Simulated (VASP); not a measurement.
C, 4 atoms in the cell. The cell holds a slab with vacuum, 4 atoms: a = 2.490 Å, b = 2.490 Å, c = 24.865 Å, α = 90.00°, β = 90.00°, γ = 120.00°. 

| Item | Value |
| --- | --- |
| Program | VASP 6.6.1 |
| Task | relaxation of shape and atoms at fixed volume |
| Functional | PBE |
| Dispersion | D3(BJ) |
| Potentials or basis | VASP PAW PBE potentials, release 64 (C) |
| Cutoff | 600 eV |
| k mesh | 18 × 18 × 2 |
| Occupations | gaussian, width 0.1 eV |
| Spin | no spin polarisation |
| Dipole correction | no |
| Further INCAR settings | ALGO = Normal; EDIFF = 1e-06; IBRION = 2; EDIFFG = -0.01; NSW = 50; ISIF = 4 |

Potentials or basis: VASP PAW PBE potentials, release 64 (C).

The run is started by

```bash
$ cat potpaw_PBE.64/C/POTCAR > POTCAR
$ mpirun -np 1 vasp_std > vasp.out
```

Hardware: 1 thread of Intel(R) Xeon(R) Platinum 8259CL CPU @ 2.50GHz (Skylake/Cascade Lake), with other jobs on the host.

Task: Estimate the wall time of this run.

Result: Run time: 18 min on 1 thread of Intel(R) Xeon(R) Platinum 8259CL CPU @ 2.50GHz (Skylake/Cascade Lake), on a shared host, peak memory 0.35 GiB. Counts: scf iterations 123, k points 74, ion steps 18.
